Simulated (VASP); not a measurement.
A run of VASP 6.6.1:

File POSCAR:

```
LiBr
1.0
    0.0000000000      2.7395650495      2.7395650495
    2.7395650495      0.0000000000      2.7395650495
    2.7395650495      2.7395650495      0.0000000000
Li Br
1 1
Direct
    0.0000000000      0.0000000000      0.0000000000
    0.5000000000      0.5000000000      0.5000000000
```

INCAR.step1

```
SYSTEM = LiBr
  PREC = Accurate
  ENCUT = 650
  EDIFF = 1E-5
  ISMEAR = 0
  SIGMA = 0.01
  LREAL = .False.
  LASPH = .True.
  NELM = 120
  ALGO = Normal
  ISIF = 2
  LWAVE = .True.
  LCHARG = .False.
  GGA = PE
  NBANDS = 12
  GGA_COMPAT = .False.
```

The input INCAR.step2:

```
SYSTEM = LiBr
  PREC = Accurate
  ENCUT = 650
  EDIFF = 1E-6
  ISMEAR = 0
  SIGMA = 0.01
  LREAL = .False.
  LASPH = .True.
  NELM = 120
  ALGO = Normal
  ISIF = 2
  LWAVE = .False.
  LCHARG = .False.
  GGA = PE
  LHFCALC = .True.
  AEXX = 0.25
  PRECFOCK = Normal
  ISTART = 1
  NBANDS = 12
  GGA_COMPAT = .False.
```

KPOINTS

```
Automatic mesh
0
Gamma
  6 6 6
  0 0 0
```

Potentials or basis: VASP PAW PBE potentials, release 64 (Li_sv, Br).

The run is started by

```sh
$ cat potpaw_PBE.64/Li_sv/POTCAR potpaw_PBE.64/Br/POTCAR > POTCAR
$ cp INCAR.step1 INCAR
$ mpirun -np 1 vasp_std > vasp.out
$ cp INCAR.step2 INCAR
$ mpirun -np 1 vasp_std > vasp.out
```

Hardware: 1 thread of Intel Xeon 8259CL, with other jobs on the host.

Problem. How long does it take, and how much memory?

Solution. Run time: 43 min on 1 thread of Intel Xeon 8259CL, with other jobs on the host, peak memory 0.18 GiB. Counts: k points 16.
